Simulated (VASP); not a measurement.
Input of a VASP 6.6.1 run:

Contents of POSCAR:

```
W
1.0
    2.6219968936      0.0000000000      0.0000000000
    0.0000000000      2.6219968936      0.0000000000
    0.0000000000      0.0000000000      2.6219968936
W
1
Direct
    0.0000000000      0.0000000000      0.0000000000
```

INCAR.step1

```
SYSTEM = W
PREC = Accurate
ENCUT = 520
ISMEAR = -1
SIGMA = 0.1
LREAL = .FALSE.
LASPH = .TRUE.
NELM = 60
NBANDS = 13
GGA = PE
ALGO = Normal
EDIFF = 1E-4
LWAVE = .TRUE.
LCHARG = .FALSE.
```

Contents of INCAR.step2:

```
SYSTEM = W
PREC = Accurate
ENCUT = 520
EDIFF = 1E-6
ISMEAR = -1
SIGMA = 0.1
LREAL = .FALSE.
LASPH = .TRUE.
NELM = 60
ALGO = Normal
ISIF = 2
LWAVE = .FALSE.
LCHARG = .FALSE.
METAGGA = R2SCAN
LMIXTAU = .TRUE.
NBANDS = 13
ISTART = 1
```

The input KPOINTS:

```
Automatic mesh
0
G
  20 20 20
  0 0 0
```

Potentials or basis: VASP PAW PBE potentials, release 64 (W_sv).

The run is started by

```sh
$ cat potpaw_PBE.64/W_sv/POTCAR > POTCAR
$ cp INCAR.step1 INCAR
$ mpirun -np 1 vasp_std > vasp.out
$ cp INCAR.step2 INCAR
$ mpirun -np 1 vasp_std > vasp.out
```

Task: Predict the pressure.

Result: 1.3 GPa.

Task: What does it give for the band gap on the k mesh?

Result: Zero (band 7 reaches 11.53 eV, above the bottom of band 8 at 8.27 eV).

Caveat: the PAW data sets were made with another functional, which shifts forces and pressure a little; spin-orbit coupling is left out, which moves the levels of the heavy elements.
